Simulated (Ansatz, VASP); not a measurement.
## Au: VASP beside Ansatz

The input INCAR:

```
PREC = Accurate
ENCUT = 520
EDIFF = 1E-6
ISMEAR = 0
SIGMA = 0.15
LREAL = F
LASPH = T
NELM = 60
ALGO = Fast
ISIF = 2
LWAVE = F
LCHARG = F
GGA = PS
NBANDS = 18
```

File KPOINTS:

```
regular mesh
0
Gamma
  24 24 24
```

The input POSCAR:

```
Au
1.0
    0.0000000000     -2.0419343851     -2.0419343851
   -2.0419343851      0.0000000000     -2.0419343851
    2.0419343851      2.0419343851     -4.0838687702
Au
2
Direct
    0.4880040722      0.4880040722      0.5000000000
    0.0119959278      0.0119959278      0.0000000000
```

Input for Ansatz:

```yaml
crystal:
  lattice:
    - [0.0, -2.0419343851, -2.0419343851]
    - [-2.0419343851, 0.0, -2.0419343851]
    - [2.0419343851, 2.0419343851, -4.0838687702]
  atoms:
    - { symbol: Au, position: [0.4880040722, 0.4880040722, 0.5] }
    - { symbol: Au, position: [0.0119959278, 0.0119959278, 0.0] }
basis:
  ecutwfc: 420
kpoints:
  mp_grid: { grid: [24, 24, 24] }
hamiltonian:
  xc: pbesol
scf:
  occupations: { method: gaussian, width: 0.15 }
output:
  forces: true
  stress: true
  eigenvalues: true
  write_density: true
  write_potential: true
  elf: true
  volumetric_format: npy
```

Change from the starting cell: mode 4 (59.0 1/cm) frozen in, largest displacement -0.060 Å.

Alike in both runs: task single point; functional PBEsol; k mesh 24 × 24 × 24; occupations gaussian, width 0.15 eV; no spin polarisation.

|  | VASP | Ansatz |
| --- | --- | --- |
| version | VASP 6.6.1 | Ansatz 0.2.0 |
| potentials or method | VASP PAW PBE potentials, release 64 (Au), cutoff 520 eV | scalar-relativistic, plane waves, PAW |
| valence electrons in the cell | 22 | 38 |

|  | VASP | Ansatz | Ansatz less VASP |
| --- | --- | --- | --- |
| gap on the k mesh at the Fermi level (eV) | none | none | - |
| pressure (GPa) | -0.2 | 0.1 | +0.23 |
| traceless stress, the component that is largest in VASP (GPa) | 0.23 | 0.23 | 0.000 |
| rms of the force components (eV/Å) | 0.087 | 0.087 | +0.0001 |

VASP's potentials were made for PBE, not for PBEsol. Atom by atom the forces differ by 0.000 eV/Å (rms over components). A gap of «none» marks a metal or a gap that the smearing closes. VASP's potentials hold 22 valence electrons a cell and Ansatz's 38, so a difference there can come from the potentials and not from the codes.

Spin-orbit coupling is off throughout.
